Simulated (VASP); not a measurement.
# Pb (R-3m) in VASP: electric field gradients with PBE

Aim: the electric field gradients of Pb with PBE.

Everything below comes from runs of VASP 6.6.1. Logs are shortened: lines on timing, memory, paths and dates and some standing lists are left out, and cuts for length are marked.

### 1 The cell of the first run

It takes space group R-3m (No. 166, trigonal). The conventional cell has a = 4.936 Å, b = 4.936 Å, c = 11.556 Å, α = 90.00°, β = 90.00°, γ = 120.00°. Pb (site symmetry 3m) has 4 Pb at 2.89 to 3.01 Å within 3.8 Å.

### 2 Electric field gradients, PBE (equal xy, yz and zx shear strains of -3 %)

INCAR

```
SYSTEM = Pb
PREC = Accurate ; ENCUT = 520
EDIFF = 1E-8 ; ISMEAR = -1
SIGMA = 0.05 ; LREAL = .False.
LASPH = .True. ; NELM = 60
ALGO = Normal ; ISIF = 2
LWAVE = .False. ; LCHARG = .False.
GGA = PE ; LEFG = .True.
NBANDS = 21
```

KPOINTS

```
regular mesh
0
Gamma
  8 8 8
  0 0 0
```

POSCAR

```
Pb
1.0
   -0.1031700017      3.3874150547      3.3874150547
    3.3874150547     -0.1031700017      3.3874150547
    3.3874150547      3.3874150547     -0.1031700017
Pb
2
Direct
    0.0000000000      0.0000000000      0.0000000000
    0.2500000000      0.2500000000      0.2500000000
```

Potentials or basis: VASP PAW PBE potentials, release 64 (Pb_d).

Command:

```
cat potpaw_PBE.64/Pb_d/POTCAR > POTCAR
mpirun -np 1 vasp_std > vasp.out
```

OUTCAR:

```text
SYSTEM = Pb
   PREC = Accurate
   ENCUT = 520
   EDIFF = 1E-8
   ISMEAR = -1
   LREAL = .False.
   LASPH = .True.
   NELM = 60
   ISIF = 2
   GGA = PE

 ion  position               nearest neighbor table
   1  0.000  0.000  0.000-   2 2.89   2 3.01   2 3.01   2 3.01
   2  0.250  0.250  0.250-   1 2.89   1 3.01   1 3.01   1 3.01

  LATTYP: Found a trigonal (rhomboedric) cell.
 ALAT       =     4.7916391303
 COS(alpha) =     0.4693254694

  Lattice vectors:

 A1 = (  -0.1031700017,   3.3874150547,   3.3874150547)
 A2 = (   3.3874150547,  -0.1031700017,   3.3874150547)
 A3 = (   3.3874150547,   3.3874150547,  -0.1031700017)

Analysis of symmetry for initial positions (statically):
=====================================================================
 Subroutine PRICEL returns:
 Original cell was already a primitive cell.

 Routine SETGRP: Setting up the symmetry group for a
 trigonal (rhombohedral) supercell.

 Subroutine GETGRP returns: Found 12 space group operations
 (whereof  6 operations were pure point group operations)
 out of a pool of 12 trial point group operations.

The static configuration has the point symmetry C_3v.
 The point group associated with its full space group is D_3d.

Analysis of symmetry for dynamics (positions and initial velocities):
=====================================================================
 Subroutine PRICEL returns:
 Original cell was already a primitive cell.

 Routine SETGRP: Setting up the symmetry group for a
 trigonal (rhombohedral) supercell.

 Subroutine GETGRP returns: Found 12 space group operations
 (whereof  6 operations were pure point group operations)
 out of a pool of 12 trial point group operations.

The dynamic configuration has the point symmetry C_3v.
 The point group associated with its full space group is D_3d.

 Subroutine INISYM returns: Found 12 space group operations
 (whereof  6 operations are pure point group operations),
 and found     1 'primitive' translations

----------------------------------------------------------------------------------------

                                     Primitive cell

  volume of cell :      81.2887

  direct lattice vectors                    reciprocal lattice vectors
    -0.103170002  3.387415055  3.387415055    -0.141027373  0.145457552  0.145457552
     3.387415055 -0.103170002  3.387415055     0.145457552 -0.141027373  0.145457552
     3.387415055  3.387415055 -0.103170002     0.145457552  0.145457552 -0.141027373

  length of vectors
     4.791639130  4.791639130  4.791639130     0.249408338  0.249408338  0.249408338

  position of ions in fractional coordinates (direct lattice)
     0.000000000  0.000000000  0.000000000
     0.250000000  0.250000000  0.250000000

  ion indices of the primitive-cell ions
   primitive index   ion index
                 1           1
                 2           2

----------------------------------------------------------------------------------------

 KPOINTS: regular mesh

Automatic generation of k-mesh.
 Grid dimensions read from file:
 generate k-points for:    8    8    8

 Generating k-lattice:

  Cartesian coordinates                     Fractional coordinates (reciprocal lattice)
    -0.017628422  0.018182194  0.018182194     0.125000000  0.000000000  0.000000000
     0.018182194 -0.017628422  0.018182194     0.000000000  0.125000000  0.000000000
     0.018182194  0.018182194 -0.017628422     0.000000000  0.000000000  0.125000000

  Length of vectors
     0.031176042  0.031176042  0.031176042

  Shift w.r.t. Gamma in fractional coordinates (k-lattice)
     0.000000000  0.000000000  0.000000000

 Subroutine IBZKPT returns following result:
 ===========================================

 Found     65 irreducible k-points:

 Following reciprocal coordinates:
            Coordinates               Weight
  0.000000  0.000000  0.000000      1.000000
  0.125000  0.000000  0.000000      6.000000
  0.250000  0.000000  0.000000      6.000000
  0.375000 -0.000000 -0.000000      6.000000
  0.500000  0.000000  0.000000      3.000000
  0.125000  0.125000  0.000000      6.000000
[... 16 lines left out ...]
  0.250000  0.125000  0.125000      6.000000
  0.375000  0.125000  0.125000      6.000000
 [... further k-points ...]
   k-points           NKPTS =     65   k-points in BZ     NKDIM =     65   number of bands    NBANDS=     21
   number of dos      NEDOS =    301   number of ions     NIONS =      2
   total plane-waves  NPLWV =  46656
   dimension x,y,z NGX =    36 NGY =   36 NGZ =   36
   dimension x,y,z NGXF=    72 NGYF=   72 NGZF=   72
   ions per type =               2
   NGX,Y,Z   is equivalent  to a cutoff of  12.49, 12.49, 12.49 a.u.
   NGXF,Y,Z  is equivalent  to a cutoff of  24.98, 24.98, 24.98 a.u.
 SYSTEM =  Pb
   PREC   = accura    normal or accurate (medium, high low for compatibility)
   ISTART =      0    job   : 0-new  1-cont  2-samecut
   ICHARG =      2    charge: 1-file 2-atom 10-const
   ISPIN  =      1    spin polarized calculation?
   LNONCOLLINEAR =      F non collinear calculations
   LSORBIT =      F    spin-orbit coupling
   LASPH  =      T    aspherical Exc in radial PAW
   ENCUT  =  520.0 eV  38.22 Ry    6.18 a.u.   8.91  8.91  8.91*2*pi/ulx,y,z
   NELM   =     60;   NELMIN=  2; NELMDL= -5     # of ELM steps
   EDIFF  = 0.1E-07   stopping-criterion for ELM
   LREAL  =      F    real-space projection
   EDIFFG = 0.1E-06   stopping-criterion for IOM
   NSW    =      0    number of steps for IOM
   IBRION =     -1    ionic relax: 0-MD 1-quasi-New 2-CG
   NFREE  =      0    steps in history (QN), initial steepest desc. (CG)
   ISIF   =      2    stress and relaxation
   ISYM   =      2    0-nonsym 1-usesym 2-fastsym
   POTIM  = 0.5000    time-step for ionic-motion
   TEBEG  =    0.0;   TEEND  =   0.0 temperature during run
   PSTRESS=    0.0 pullay stress
   NELECT =      28.0000    total number of electrons
   NUPDOWN=      -1.0000    fix difference up-down
   EMIN   =  10.00;   EMAX   =-10.00  energy-range for DOS
   EFERMI =   0.00;   METHOD = LEGACY
   ISMEAR =    -1;   SIGMA  =   0.05  broadening in eV -4-tet -1-fermi 0-gaus
   EFERMI_NEDOS =   21; number of points for ismear=-14 and -15
   IALGO  =     38    algorithm
   IMIX   =      4    mixing-type and parameters
     AMIX     =   0.40;   BMIX     =  1.00
     AMIX_MAG =   1.60;   BMIX_MAG =  1.00
  volume/ion in A,a.u.               =      40.64       274.28
  Fermi-wavevector in a.u.,A,eV,Ry     =   1.147583  2.168617 17.918144  1.316946
  Thomas-Fermi vector in A             =   2.284262
   LORBIT       =      0    0 simple, 1 ext, 2 COOP (PROOUT), +10 PAW based schemes
   GGA     = PE    functional components
   LHFCALC =     F    Hartree Fock is set to
   AEXX    =    0.0000 exact exchange contribution
   IVDW    =     0    specifies the selected vdW correction
   LEPSILON=     F    determine dielectric tensor
   LRPA    =     F    only Hartree local field effects (RPA)
 non-spin polarized calculation
  energy-cutoff  :      520.00
  volume of cell :       81.29
 maximum number of plane-waves:      2213
   NGX = 17   NGY = 17   NGZ = 17

 number of electron      27.9999994 magnetization

 Free energy of the ion-electron system (eV)
  ---------------------------------------------------
  ext. energy  EPLUGINS =         0.00000000
  ---------------------------------------------------
  free energy    TOTEN  =        -6.53826964 eV

  energy without entropy =       -6.53400182  energy(sigma->0) =       -6.53613573

 E-fermi :   4.3846     XC(G=0):  -8.4285

 val. band max:        4.1427344631   @ k =   0.1250   0.1250   0.0000
 cond. band min:       4.3869033070   @ k =   0.1250   0.0000   0.0000
 fundamental gap:      0.2441688439
 Fermi energy:         4.3845839184

 k-point     1 :       0.0000    0.0000    0.0000
  band No.  band energies     occupation
      1     -12.9372      2.00000
      2     -12.8198      2.00000
      3     -12.8198      2.00000
      4     -12.7832      2.00000
      5     -12.7832      2.00000
      6     -12.3762      2.00000
[... 13 lines left out ...]
     20      12.2582      0.00000
     21      12.2582      0.00000

 k-point     2 :       0.1250    0.0000    0.0000
  band No.  band energies     occupation
      1     -12.9442      2.00000
      2     -12.8402      2.00000
      3     -12.8187      2.00000
      4     -12.7661      2.00000
      5     -12.7602      2.00000
      6     -12.3874      2.00000
[... 13 lines left out ...]
     20      11.5973      0.00000
     21      11.8391      0.00000

 k-point     3 :       0.2500    0.0000    0.0000
  band No.  band energies     occupation
      1     -12.9552      2.00000
      2     -12.8619      2.00000
      3     -12.8156      2.00000
      4     -12.7346      2.00000
      5     -12.7317      2.00000
      6     -12.4008      2.00000
[... 13 lines left out ...]
     20      11.3464      0.00000
     21      11.7151      0.00000

 k-point     4 :       0.3750   -0.0000   -0.0000
  band No.  band energies     occupation
      1     -12.9608      2.00000
      2     -12.8728      2.00000
      3     -12.8129      2.00000
      4     -12.7236      2.00000
      5     -12.7030      2.00000
      6     -12.4179      2.00000
[... 13 lines left out ...]
     20      11.8536      0.00000
     21      12.3688      0.00000

 k-point     5 :       0.5000    0.0000    0.0000
  band No.  band energies     occupation
      1     -12.9619      2.00000
      2     -12.8755      2.00000
      3     -12.8120      2.00000
      4     -12.7219      2.00000
      5     -12.6925      2.00000
      6     -12.4275      2.00000
[... 13 lines left out ...]
     20      12.1144      0.00000
     21      12.4844      0.00000
[... 382 lines left out ...]
     20      12.8042      0.00000
     21      14.4707      0.00000

 k-point    22 :       0.1250    0.1250    0.1250
  band No.  band energies     occupation
      1     -12.9318      2.00000
      2     -12.8466      2.00000
      3     -12.8466      2.00000
      4     -12.7465      2.00000
      5     -12.7465      2.00000
      6     -12.3993      2.00000
[... 13 lines left out ...]
     20      11.5434      0.00000
     21      11.5434      0.00000

 k-point    23 :       0.2500    0.1250    0.1250
  band No.  band energies     occupation
      1     -12.9347      2.00000
      2     -12.8706      2.00000
      3     -12.8401      2.00000
      4     -12.7349      2.00000
      5     -12.7098      2.00000
      6     -12.4352      2.00000
[... 13 lines left out ...]
     20      10.8910      0.00000
     21      11.2945      0.00000

 k-point    24 :       0.3750    0.1250    0.1250
  band No.  band energies     occupation
      1     -12.9484      2.00000
      2     -12.8859      2.00000
      3     -12.8237      2.00000
      4     -12.7104      2.00000
      5     -12.6846      2.00000
      6     -12.4530      2.00000
[... 13 lines left out ...]
     20      11.0918      0.00000
     21      12.2791      0.00000

 [... further k-points ...]

------------------------ aborting loop because EDIFF is reached ----------------------------------------

  FORCE on cell =-STRESS in cart. coord.  units (eV):
  Direction    XX          YY          ZZ          XY          YZ          ZX
  --------------------------------------------------------------------------------------
  -------------------------------------------------------------------------------------
  Total        1.2504009      1.2504009      1.2504009      0.6017772      0.6017772      0.6017772
  in kB       24.6450376     24.6450376     24.6450376     11.8608531     11.8608531     11.8608531
  external PRESSURE =      24.6450376 kB  Pullay stress =       0.0000000 kB

 VOLUME and BASIS-vectors are now :
 -----------------------------------------------------------------------------
  energy-cutoff  :      520.00
  volume of cell :       81.29
      direct lattice vectors                 reciprocal lattice vectors
    -0.103170002  3.387415055  3.387415055    -0.141027373  0.145457552  0.145457552
     3.387415055 -0.103170002  3.387415055     0.145457552 -0.141027373  0.145457552
     3.387415055  3.387415055 -0.103170002     0.145457552  0.145457552 -0.141027373

 POSITION                                       TOTAL-FORCE (eV/Angst)
 -----------------------------------------------------------------------------------
      0.00000      0.00000      0.00000        -0.260135     -0.260135     -0.260135
      1.66792      1.66792      1.66792         0.260135      0.260135      0.260135
 -----------------------------------------------------------------------------------
    total drift:                                0.000000      0.000000      0.000000

  FREE ENERGIE OF THE ION-ELECTRON SYSTEM (eV)
  ---------------------------------------------------
  free  energy   TOTEN  =        -6.5382696425 eV

  energy  without entropy=       -6.5340018190  energy(sigma->0) =       -6.53613573

 Electric field gradients (V/A^2)
---------------------------------------------------------------------
 ion       V_xx      V_yy      V_zz      V_xy      V_xz      V_yz
---------------------------------------------------------------------
   1      -0.000     0.000     0.000   -41.809   -41.809   -41.809
   2      -0.000    -0.000     0.000   -41.809   -41.809   -41.809
---------------------------------------------------------------------

 Electric field gradients after diagonalization (V/A^2)
 (convention: |V_zz| > |V_xx| > |V_yy|)
----------------------------------------------------------------------
 ion       V_xx      V_yy      V_zz     asymmetry (V_yy - V_xx)/ V_zz
----------------------------------------------------------------------
   1      41.809    41.809   -83.618       0.000
   2      41.809    41.809   -83.618       0.000
----------------------------------------------------------------------

           NMR quadrupolar parameters

 Cq : quadrupolar parameter    Cq=e*Q*V_zz/h
 eta: asymmetry parameters     (V_yy - V_xx)/ V_zz
 Q  : nuclear electric quadrupole moment in mb (millibarn)
----------------------------------------------------------------------
 ion       Cq(MHz)       eta       Q (mb)
----------------------------------------------------------------------
   1      -0.202       0.000       1.000
   2      -0.202       0.000       1.000
----------------------------------------------------------------------
```

Run time: 74 s. Hardware: 1 thread of Intel Xeon 6975P-C (Granite Rapids), shared host; peak memory 0.23 GiB.

What came out:

```
Free energy                             : -6.5383 eV
Pressure                                : 2.5 GPa
Largest force                           : 0.451 eV/Å
Band gap on the k mesh                  : zero (bands 14 and 15 overlap by 1.31 eV)
Largest electric field gradient by atom : Pb -83.6 V/Å²
```

Forces in eV/Å, atoms in the order of the input:
```
Pb  -0.260 -0.260 -0.260
Pb   0.260  0.260  0.260
```

Stress tensor (GPa, compression positive):
```
2.46 1.19 1.19
1.19 2.46 1.19
1.19 1.19 2.46
```

Levels at points of the mesh, in eV from the Fermi level:
```csv
k point,band 10,band 11,band 12,band 13,band 14,band 15,band 16,band 17,band 18,band 19
"(0.00, 0.00, 0.00)",-16.67,-11.19,-3.97,0.36,0.36,0.37,2.21,2.21,2.74,4.12
"(0.50, 0.00, 0.00)",-16.61,-9.92,-7.07,-0.95,-0.75,-0.70,3.35,3.72,5.47,7.07
"(0.50, 0.50, 0.00)",-16.60,-8.67,-8.38,-2.11,-1.90,0.73,0.94,6.98,7.14,8.09
"(0.50, 0.50, 0.50)",-16.66,-9.60,-7.35,-1.14,-0.95,-0.95,3.40,3.40,5.31,7.57
```

Electric field gradients, principal values (V/Å²):
| atom | least | middle | greatest (by size) |
| --- | --- | --- | --- |
| 1 Pb | 41.809 | 41.809 | -83.618 |
| 2 Pb | 41.809 | 41.809 | -83.618 |

Caveat: the cell differs from its parent crystal (equal xy, yz and zx shear strains of -3 %); without QUAD_EFG the Cq values of the log hold for a quadrupole moment of 1 mb, not for the nuclei; spin-orbit coupling is left out, which moves the levels of the heavy elements.
